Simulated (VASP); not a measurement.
Here is a VASP 6.6.1 calculation.

File INCAR:

```
SYSTEM = TiTe2
  PREC = Accurate
  ENCUT = 600
  EDIFF = 1E-6
  ISMEAR = 0
  SIGMA = 0.1
  LREAL = .FALSE.
  LASPH = .TRUE.
  NELM = 60
  ALGO = Fast
  ISIF = 4
  LWAVE = .FALSE.
  LCHARG = .FALSE.
  GGA = PE
  IVDW = 12
  IBRION = 2
  NSW = 50
  EDIFFG = -0.01
```

File KPOINTS:

```
Automatic mesh
0
G
  15 15 8
  0 0 0
```

File POSCAR:

```
TiTe2
1.0
    3.7612471493      0.0000000000      0.0000000000
   -1.8806235747      3.2573355812      0.0000000000
    0.0000000000      0.0000000000      6.5378888701
Ti Te
1 2
Direct
    0.0000000000      0.0000000000      0.0000000000
    0.6666666667      0.3333333333      0.2669981503
    0.3333333333      0.6666666667      0.7330018497
```

Potentials or basis: VASP PAW PBE potentials, release 64 (Ti_sv, Te).

Run with:

```sh
$ cat potpaw_PBE.64/Ti_sv/POTCAR potpaw_PBE.64/Te/POTCAR > POTCAR
$ mpirun -np 1 vasp_std > vasp.out
```

(1) Predict the band gap on the k mesh.

(2) What does it give for the dispersion energy per atom?

Results:

(1) zero (bands 12 and 13 overlap by 0.70 eV).

(2) -0.493 eV.

Caveat: spin-orbit coupling is left out, which moves the levels of the heavy elements.
